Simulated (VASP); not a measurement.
# Pt (Fm-3m) in VASP: notebook, part 3 of 3

VASP 6.6.1.

### 5 Single point, PBEsol, non-collinear spin, zero start, spin-orbit coupling

INCAR

```
ALGO = Normal
EDIFF = 1E-6
ENCUT = 520
GGA = PS
GGA_COMPAT = False
ISIF = 2
ISMEAR = -1
LASPH = True
LCHARG = True
LMAXMIX = 4
LNONCOLLINEAR = True
LORBIT = 11
LORBMOM = True
LREAL = False
LSORBIT = True
LVHAR = True
LWAVE = False
MAGMOM = 0 0 0
NBANDS = 21
NELM = 150
PREC = Accurate
SIGMA = 0.08
```

KPOINTS

```
k-points
0
Gamma
  18 18 18
```

POSCAR

```
Pt
1.0
    0.0000000000      1.9595892982      1.9595892982
    1.9595892982      0.0000000000      1.9595892982
    1.9595892982      1.9595892982      0.0000000000
Pt
1
Direct
    0.0000000000      0.0000000000      0.0000000000
```

Potentials or basis: VASP PAW PBE potentials, release 64 (Pt).

The run is started by

```console
$ cat potpaw_PBE.64/Pt/POTCAR > POTCAR
$ mpirun -np 1 vasp_ncl > vasp.out
```

OUTCAR:

```text
EDIFF = 1E-6
   ENCUT = 520
   GGA = PS
   ISIF = 2
   ISMEAR = -1
   LASPH = True
   LNONCOLLINEAR = True
   LORBIT = 11
   LREAL = False
   LSORBIT = True
   NELM = 150
   PREC = Accurate

 ion  position               nearest neighbor table
   1  0.000  0.000  0.000-

  LATTYP: Found a face centered cubic cell.
 ALAT       =     3.9191785964

  Lattice vectors:

 A1 = (   0.0000000000,   1.9595892982,   1.9595892982)
 A2 = (   1.9595892982,   0.0000000000,   1.9595892982)
 A3 = (   1.9595892982,   1.9595892982,   0.0000000000)

Analysis of symmetry for initial positions (statically):
=====================================================================
 Subroutine PRICEL returns:
 Original cell was already a primitive cell.

 Routine SETGRP: Setting up the symmetry group for a
 face centered cubic supercell.

 Subroutine GETGRP returns: Found 48 space group operations
 (whereof 48 operations were pure point group operations)
 out of a pool of 48 trial point group operations.

The static configuration has the point symmetry O_h .

Analysis of symmetry for dynamics (positions and initial velocities):
=====================================================================
 Subroutine PRICEL returns:
 Original cell was already a primitive cell.

 Routine SETGRP: Setting up the symmetry group for a
 face centered cubic supercell.

 Subroutine GETGRP returns: Found 48 space group operations
 (whereof 48 operations were pure point group operations)
 out of a pool of 48 trial point group operations.

The dynamic configuration has the point symmetry O_h .

Analysis of structural, dynamic, and magnetic symmetry:
=====================================================================
 Subroutine PRICEL returns:
 Original cell was already a primitive cell.

 Routine SETGRP: Setting up the symmetry group for a
 face centered cubic supercell.

 Subroutine GETGRP returns: Found 48 space group operations
 (whereof 48 operations were pure point group operations)
 out of a pool of 48 trial point group operations.

The overall configuration has the point symmetry O_h .

 Subroutine INISYM returns: Found 48 space group operations
 (whereof 48 operations are pure point group operations),
 and found     1 'primitive' translations

----------------------------------------------------------------------------------------

                                     Primitive cell

  volume of cell :      15.0496

  direct lattice vectors                    reciprocal lattice vectors
     0.000000000  1.959589298  1.959589298    -0.255155507  0.255155507  0.255155507
     1.959589298  0.000000000  1.959589298     0.255155507 -0.255155507  0.255155507
     1.959589298  1.959589298  0.000000000     0.255155507  0.255155507 -0.255155507

  length of vectors
     2.771277762  2.771277762  2.771277762     0.441942301  0.441942301  0.441942301

  position of ions in fractional coordinates (direct lattice)
     0.000000000  0.000000000  0.000000000

  ion indices of the primitive-cell ions
   primitive index   ion index
                 1           1

[... 97 lines left out ...]
   LHFCALC =     F    Hartree Fock is set to
   AEXX    =    0.0000 exact exchange contribution
   IVDW    =     0    specifies the selected vdW correction
   LEPSILON=     F    determine dielectric tensor
   LRPA    =     F    only Hartree local field effects (RPA)
  energy-cutoff  :      520.00
  volume of cell :       15.05
 maximum number of plane-waves:       838
 NGX is ok and might be reduce to    24
   NGX = 11   NGY = 11   NGZ = 11

 number of electron      10.0000000 magnetization       0.0000000      0.0000000      0.0000000

 number of electron      10.0000000 magnetization       0.0000000     -0.0000000      0.0000000

 number of electron      10.0000000 magnetization      -0.0000000      0.0000000     -0.0000000

 Free energy of the ion-electron system (eV)
  ---------------------------------------------------
  ext. energy  EPLUGINS =         0.00000000
  ---------------------------------------------------
  free energy    TOTEN  =        -7.37442225 eV

  energy without entropy =       -7.34252372  energy(sigma->0) =       -7.35847298

 E-fermi :  11.2102     XC(G=0): -13.6431

 val. band max:       11.1980497832   @ k =  -0.3333   0.3889   0.1111
 cond. band min:      11.2135375524   @ k =   0.5000   0.1111   0.0000
 fundamental gap:      0.0154877692
 Fermi energy:        11.2102126682

 k-point     1 :       0.0000    0.0000    0.0000
  band No.  band energies     occupation
      1       0.8197      1.00000
      2       0.8197      1.00000
      3       6.8660      1.00000
      4       6.8660      1.00000
      5       6.8660      1.00000
      6       6.8660      1.00000
[... 565 lines left out ...]
     20      33.6333      0.00000
     21      34.8698      0.00000

 [... further k-points ...]

------------------------ aborting loop because EDIFF is reached ----------------------------------------

  FORCE on cell =-STRESS in cart. coord.  units (eV):
  Direction    XX          YY          ZZ          XY          YZ          ZX
  --------------------------------------------------------------------------------------
  -------------------------------------------------------------------------------------
  Total        0.0272572      0.0272572      0.0272572      0.0000000      0.0000000     -0.0000000
  in kB        2.9017914      2.9017914      2.9017914      0.0000000      0.0000000     -0.0000000
  external PRESSURE =       2.9017914 kB  Pullay stress =       0.0000000 kB

 VOLUME and BASIS-vectors are now :
 -----------------------------------------------------------------------------
  energy-cutoff  :      520.00
  volume of cell :       15.05
      direct lattice vectors                 reciprocal lattice vectors
     0.000000000  1.959589298  1.959589298    -0.255155507  0.255155507  0.255155507
     1.959589298  0.000000000  1.959589298     0.255155507 -0.255155507  0.255155507
     1.959589298  1.959589298  0.000000000     0.255155507  0.255155507 -0.255155507

 POSITION                                       TOTAL-FORCE (eV/Angst)
 -----------------------------------------------------------------------------------
      0.00000      0.00000      0.00000         0.000000      0.000000      0.000000
 -----------------------------------------------------------------------------------
    total drift:                                0.000000      0.000000      0.000000

  FREE ENERGIE OF THE ION-ELECTRON SYSTEM (eV)
  ---------------------------------------------------
  free  energy   TOTEN  =        -7.3744222455 eV

  energy  without entropy=       -7.3425237153  energy(sigma->0) =       -7.35847298

 orbital moment (x)

 # of ion     p       d       tot
 ----------------------------------------
  1         0.000  -0.000  -0.000
 ----------------------------------------
            0.000  -0.000  -0.000

 orbital moment (y)

 # of ion     p       d       tot
 ----------------------------------------
  1         0.000   0.000   0.000
 ----------------------------------------
            0.000   0.000   0.000

 orbital moment (z)

 # of ion     p       d       tot
 ----------------------------------------
  1         0.000   0.000   0.000
 ----------------------------------------
            0.000   0.000   0.000

 Spin-Orbit-Coupling matrix elements

 Ion:    1  E_soc:     -0.7832231
 l=   1
     0.0000000    -0.0338117    -0.0338117
    -0.0338117     0.0000000    -0.0338117
    -0.0338117    -0.0338117     0.0000000
 l=   2
     0.0000000    -0.0168894     0.0000000    -0.0168894    -0.0798361
    -0.0168894     0.0000000    -0.0598771    -0.0168894    -0.0199590
     0.0000000    -0.0598771     0.0000000    -0.0598771     0.0000000
    -0.0168894    -0.0168894    -0.0598771     0.0000000    -0.0199590
    -0.0798361    -0.0199590     0.0000000    -0.0199590     0.0000000
 l=   3
     0.0000000     0.0000000     0.0000000     0.0000000     0.0000000     0.0000000     0.0000000
     0.0000000     0.0000000     0.0000000     0.0000000     0.0000000     0.0000000     0.0000000
     0.0000000     0.0000000     0.0000000     0.0000000     0.0000000     0.0000000     0.0000000
     0.0000000     0.0000000     0.0000000     0.0000000     0.0000000     0.0000000     0.0000000
     0.0000000     0.0000000     0.0000000     0.0000000     0.0000000     0.0000000     0.0000000
     0.0000000     0.0000000     0.0000000     0.0000000     0.0000000     0.0000000     0.0000000
     0.0000000     0.0000000     0.0000000     0.0000000     0.0000000     0.0000000     0.0000000

 total charge

# of ion       s       p       d       tot
------------------------------------------
    1        0.637   0.636   8.018   9.291

 magnetization (x)

# of ion       s       p       d       tot
------------------------------------------
    1        0.000   0.000   0.000   0.000

 magnetization (y)

# of ion       s       p       d       tot
------------------------------------------
    1       -0.000  -0.000  -0.000  -0.000

 magnetization (z)

# of ion       s       p       d       tot
------------------------------------------
    1       -0.000   0.000  -0.000   0.000
```

OSZICAR:

```text
N       E                     dE             d eps       ncg     rms          rms(c)
DAV:   1     0.530093148975E+02    0.53009E+02   -0.49426E+03  8286   0.905E+02
DAV:   2    -0.652228440092E+01   -0.59532E+02   -0.55630E+02  9315   0.221E+02
DAV:   3    -0.781979820041E+01   -0.12975E+01   -0.12832E+01  9485   0.316E+01
DAV:   4    -0.782685950788E+01   -0.70613E-02   -0.70605E-02  9458   0.254E+00
DAV:   5    -0.782693352570E+01   -0.74018E-04   -0.74017E-04  9666   0.265E-01    0.150E+01
DAV:   6    -0.742671354462E+01    0.40022E+00   -0.46345E-01  8965   0.797E+00    0.797E+00
DAV:   7    -0.737898205220E+01    0.47731E-01   -0.82516E-02  9527   0.337E+00    0.302E+00
DAV:   8    -0.737476438855E+01    0.42177E-02   -0.37054E-03  9282   0.587E-01    0.124E+00
DAV:   9    -0.737443646819E+01    0.32792E-03   -0.57133E-04  9649   0.243E-01    0.198E-01
DAV:  10    -0.737441916299E+01    0.17305E-04   -0.24510E-05  9291   0.524E-02    0.200E-02
DAV:  11    -0.737442197619E+01   -0.28132E-05   -0.65854E-07  8464   0.657E-03    0.107E-02
DAV:  12    -0.737442224550E+01   -0.26931E-06   -0.11072E-07  4860   0.306E-03
   1 F= -.73744222E+01 E0= -.73584730E+01  d E =-.318985E-01  mag=     0.0000    -0.0000     0.0000
```

Wall time 2 min (1 thread of AMD EPYC 7R13 (Zen 3), shared host); peak memory 0.23 GiB.

What came out:

* Free energy: -7.3744 eV
* Pressure: 0.3 GPa
* Net moment: 0.00 μB per cell
* Valence electrons inside the program's atomic spheres: Pt 9.29

Moments on the atoms (μB; x, y, z):
```
Pt  0.00 0.00 0.00
```

Caveat: the PAW data sets were made with another functional, which shifts forces and pressure a little.

### 6 The runs side by side

| task | spin | cell | cutoff (eV) | gap on the mesh (eV) | pressure (GPa) |
| --- | --- | --- | --- | --- | --- |
| single point | off | a = 2.771 Å, angles 60.0°, 1 atom | 520 | none | -0.4 |
| relaxation of cell and atoms | off | relaxed from a = 2.773 Å, angles 60.0°, 1 atom | 600 | none | 0.0 |
| single point | non-collinear, zero start, SOC | a = 2.771 Å, angles 60.0°, 1 atom | 520 | - | 0.3 |

Alike in all rows: level PBEsol; potentials or basis VASP PAW PBE potentials, release 64 (Pt); k mesh 18 × 18 × 18; smearing fermi-dirac 0.08 eV.

Caveats: the PAW data sets were made with another functional, which shifts forces and pressure a little; spin-orbit coupling is left out, which moves the levels of the heavy elements (some runs).

Total energies depend on the potentials used, so only differences within one code and one set of settings carry meaning.
